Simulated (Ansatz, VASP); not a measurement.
# One calculation of Mo, two programs

```
Mo
1.0
    -2.10669    2.10669    1.10337
     2.10669   -2.10669    1.10337
     2.10669    2.10669   -1.10337
Mo
2
Cartesian
  0.0000 -1.0533 -0.2758
  0.0000 1.0533 0.2758
```

Change from the starting cell: volume scaled by 0.58, PAW files.

Alike in both runs: task single point; functional PBE; k mesh 18 × 18 × 18; occupations fermi-dirac, width 0.05 eV; no spin polarisation.

|  | VASP | Ansatz |
| --- | --- | --- |
| version | VASP 6.6.1 | Ansatz 0.2.0 |
| potentials or method | VASP PAW PBE potentials, release 64 (Mo_sv) | PAW with Ansatz's default frozen-core files, scalar-relativistic |
| plane-wave cutoff (eV) | 520 | 420 |
| valence electrons in the cell | 28 | 28 |

```csv
,VASP,Ansatz,Ansatz less VASP
pressure (GPa),344.8,336.7,-8.14
"traceless stress, the component that is largest in VASP (GPa)",0.42,-0.01,-0.430
```

Both programs put the cell under a high pressure, so it lies far from rest at this level.

Noted on VASP's run: the cell as given lies far from equilibrium.
